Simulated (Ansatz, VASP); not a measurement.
One calculation of ZnS, two programs

Contents of INCAR:

```
PREC = Accurate
ENCUT = 520
EDIFF = 1E-6
ISMEAR = 0
SIGMA = 0.05
LREAL = False
LASPH = True
NELM = 60
ALGO = Normal
ISIF = 2
LWAVE = False
LCHARG = False
GGA = PE
NBANDS = 16
```

KPOINTS

```
Automatic mesh
0
Gamma
  10 10 10
```

Contents of POSCAR:

```
ZnS
1.0
    0.0000000000      2.5964640000      2.9210220000
    2.5964640000      0.0000000000      2.9210220000
    2.5964640000      2.5964640000      0.0000000000
Zn S
1 1
Direct
    0.0000000000      0.0000000000      0.0000000000
    0.7500000000      0.7500000000      0.7500000000
```

Input for Ansatz:

```yaml
crystal:
  lattice:
    - [0.0, 2.596464, 2.921022]
    - [2.596464, 0.0, 2.921022]
    - [2.596464, 2.596464, 0.0]
  atoms:
    - { symbol: Zn, position: [0.0, 0.0, 0.0] }
    - { symbol: S, position: [0.75, 0.75, 0.75] }
basis:
  ecutwfc: 420
kpoints:
  mp_grid: { grid: [10, 10, 10] }
hamiltonian:
  xc: pbe
scf:
  occupations: { method: gaussian, width: 0.05 }
output:
  forces: true
  stress: true
  eigenvalues: true
```

Change from the starting cell: strain -0.040 along x and y, +0.080 along z, atoms carried along.

Alike in both runs: task single point; functional PBE; k mesh 10 × 10 × 10; occupations gaussian, width 0.05 eV; no spin polarisation.

|  | VASP | Ansatz |
| --- | --- | --- |
| version | VASP 6.6.1 | Ansatz 0.2.0 |
| potentials or method | VASP PAW PBE potentials, release 64 (Zn, S), cutoff 520 eV | scalar-relativistic, plane waves, PAW |
| valence electrons in the cell | 18 | 18 |

|  | VASP | Ansatz | Ansatz less VASP |
| --- | --- | --- | --- |
| gap on the k mesh at the Fermi level (eV) | 1.89 | 1.89 | -0.005 |
| least direct gap on the mesh (eV) | 1.89 | 1.89 | -0.005 |
| pressure (GPa) | 1.6 | 1.4 | -0.16 |
| traceless stress, the component that is largest in VASP (GPa) | -3.91 | -3.94 | -0.029 |

The functional is the same, so the differences come from potentials, cutoffs and numerics.
